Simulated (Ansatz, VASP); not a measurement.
**Two plane-wave programs on Nb**

INCAR

```
SYSTEM = Nb
ALGO = Normal
EDIFF = 1E-6
ENCUT = 500
GGA = PE
GGA_COMPAT = .FALSE.
ISIF = 2
ISMEAR = -1
ISPIN = 2
LASPH = .TRUE.
LCHARG = .FALSE.
LDAU = .TRUE.
LDAUJ = 0
LDAUL = 2
LDAUPRINT = 1
LDAUTYPE = 2
LDAUU = 2.5
LMAXMIX = 4
LORBIT = 11
LREAL = .FALSE.
LWAVE = .FALSE.
MAGMOM = 0.5 -0.5
NBANDS = 24
NELM = 200
PREC = Accurate
SIGMA = 0.1
```

Contents of KPOINTS:

```
k-points
0
G
  3 3 2
  0 0 0
```

File POSCAR:

```
Nb
1.0
    2.9733252539      0.0000000000      0.0000000000
   -1.4866626270      2.5749752036      0.0000000000
    0.0000000000      0.0000000000      4.7573204062
Nb
2
Direct
    0.3333333333      0.6666666667      0.2500000000
    0.6666666667      0.3333333333      0.7500000000
```

Input for Ansatz:

```yaml
crystal:
  lattice:
    - [2.973325253905, 0, 0]
    - [-1.486662626953, 2.574975203596, 0]
    - [0, 0, 4.757320406248]
  atoms:
    - { symbol: Nb, position: [0.3333333333333, 0.6666666666667, 0.25], spin: 0.5 }
    - { symbol: Nb, position: [0.6666666666667, 0.3333333333333, 0.75], spin: -0.5 }
kpoints:
  mp_grid: { grid: [3, 3, 2], shift: [0, 0, 0] }
hamiltonian:
  xc: pbe
  pseudopotentials: { kind: nc }
  hubbard: [{ species: Nb, l: d, u_eff: 2.5 }]
magnetization:
  spin_polarized: true
scf:
  occupations: { method: fermi_dirac, width: 0.1 }
  eigensolver: { full_accuracy: true }
```

Alike in both runs: task single point; functional PBE; k mesh 3 × 3 × 2; occupations fermi-dirac, width 0.1 eV; collinear spin; Hubbard terms Nb d U = 2.5 eV.

|  | VASP | Ansatz |
| --- | --- | --- |
| version | VASP 6.6.1 | Ansatz 0.2 development build |
| potentials or method | VASP PAW PBE potentials, release 64 (Nb_sv) | scalar-relativistic |
| plane-wave cutoff (eV) | 500 | 1116 |

```tsv
	VASP	Ansatz	Ansatz less VASP
net moment per atom (μB)	0.00	0.00	0.000
```

The programs project onto different local orbitals, so the same U acts differently, and such runs can settle in different states. Ansatz's warnings: filled band counts differ across k points, seeded moment not kept.

The k mesh is coarse, so the values compare programs but aren't converged.
